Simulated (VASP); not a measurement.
Write the native input for VASP 6.6.1 that does the following.

```
Task                   : single point
Functional             : PBEsol
Potentials or basis    : VASP PAW PBE potentials, release 64 (Ge_d)
Cutoff                 : 520 eV
k mesh                 : 12 × 12 × 8
Occupations            : gaussian, width 0.15 eV
Spin                   : no spin polarisation
Dipole correction      : no
Further INCAR settings : ALGO = Normal; EDIFF = 1e-07; NBANDS = 36
```

The structure of Ge lies in POSCAR:

```
Ge
1.0
    3.4932886429      0.0000000000      0.0000000000
   -1.7466443215      3.0252767075      0.0000000000
    0.0000000000      0.0000000000      6.4993162329
Ge
4
Direct
    0.0000000000      0.0000000000      0.0711500000
    0.0000000000      0.0000000000      0.5711500000
    0.3333333333      0.6666666667      0.8211500000
    0.6666666667      0.3333333333      0.3211500000
```

This isn't the form of Ge at room conditions, which is diamond.

This cell differs from its parent crystal: strain -0.080 along x and y, +0.040 along z.

One way to write it, as run:

INCAR

```
SYSTEM = Ge
ALGO     = Normal         ! electronic algorithm
EDIFF    = 1E-7           ! SCF threshold, eV
ENCUT    = 520            ! plane-wave cutoff, eV
GGA      = PS             ! functional
ISIF     = 2              ! what is computed and relaxed
ISMEAR   = 0              ! smearing method
LASPH    = .True.         ! aspherical terms in the spheres
LCHARG   = .False.        ! write CHGCAR
LREAL    = .False.        ! projectors in reciprocal space
LWAVE    = .False.        ! write WAVECAR
NBANDS   = 36             ! bands
NELM     = 100            ! most SCF steps
PREC     = Accurate       ! precision mode
SIGMA    = 0.15           ! smearing width, eV
```

KPOINTS

```
k-points
0
Gamma
  12 12 8
  0 0 0
```

Potentials or basis: VASP PAW PBE potentials, release 64 (Ge_d).

Run with:

```console
$ cat potpaw_PBE.64/Ge_d/POTCAR > POTCAR
$ mpirun -np 1 vasp_std > vasp.out
```

It gave:

| Property | Result |
| --- | --- |
| Pressure | 10.5 GPa |
| Band gap on the k mesh | zero (bands 28 and 29 overlap by 5.77 eV) |

Caveat: the cell differs from its parent crystal (strain -0.080 along x and y, +0.040 along z); the cell stands under pressure; the PAW data sets were made with another functional, which shifts forces and pressure a little.

Wall time 2.9 min on 1 thread of Intel(R) Xeon(R) Platinum 8259CL CPU @ 2.50GHz (Skylake/Cascade Lake), with other jobs on the host, peak memory 0.29 GiB.
